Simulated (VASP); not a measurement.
Write the native input for VASP 6.6.1 that does the following.

| Quantity | Value |
| --- | --- |
| Task | relaxation of cell and atoms |
| Functional | PBE |
| Potentials or basis | VASP PAW PBE potentials, release 64 (Zr_sv, Si) |
| Cutoff | 600 eV |
| k mesh | 6 × 6 × 14 |
| Occupations | gaussian, width 0.1 eV |
| Spin | no spin polarisation |
| Dipole correction | no |
| Further INCAR settings | ALGO = Normal; EDIFF = 1e-07; IBRION = 2; EDIFFG = -0.01; NSW = 100; ISIF = 3 |

The structure of ZrSi6 lies in POSCAR:

```
ZrSi6
1.0
    7.2099580805      0.0000000000      0.0000000000
   -3.6049790403      6.2440068580      0.0000000000
    0.0000000000      0.0000000000      2.6923348942
Zr Si
1 6
Direct
    0.0000000000      0.0000000000      0.0000000000
    0.2185551019      0.7814448981      0.0000000000
    0.2185551019      0.4371102038      0.0000000000
    0.5628897962      0.7814448981      0.0000000000
    0.7814448981      0.2185551019      0.0000000000
    0.7814448981      0.5628897962      0.0000000000
    0.4371102038      0.2185551019      0.0000000000
```

One way to write it, as run:

INCAR

```
ALGO = Normal
EDIFF = 1E-7
EDIFFG = -0.01
ENCUT = 600
GGA = PE
IBRION = 2
ISIF = 3
ISMEAR = 0
LASPH = True
LCHARG = False
LREAL = False
LWAVE = False
NELM = 100
NSW = 100
PREC = Accurate
SIGMA = 0.1
```

KPOINTS

```
k-points
0
Gamma
  6 6 14
```

Potentials or basis: VASP PAW PBE potentials, release 64 (Zr_sv, Si).

Launch:

```console
$ cat potpaw_PBE.64/Zr_sv/POTCAR potpaw_PBE.64/Si/POTCAR > POTCAR
$ mpirun -np 1 vasp_std > vasp.out
```

Results of the run:

```json
{"Relaxed volume": "17.23 Å³/atom", "Relaxed cell": "a = 7.170 Å, b = 7.170 Å, c = 2.709 Å, α = 90.00°, β = 90.00°, γ = 120.00°", "Space group after relaxing (to 0.05 Å)": "P6/mmm (No. 191)", "Energy gained by relaxing": "1.0 meV/atom", "Ionic steps": "5", "Pressure after relaxing": "0.0 GPa", "Band gap on the k mesh": "zero (band 18 reaches 10.16 eV, above the bottom of band 19 at 7.51 eV)"}
```

Run time: 20 min on 1 thread of AMD EPYC 7R43 64-Core Processor (Zen 3), with other jobs on the host, peak memory 0.36 GiB.
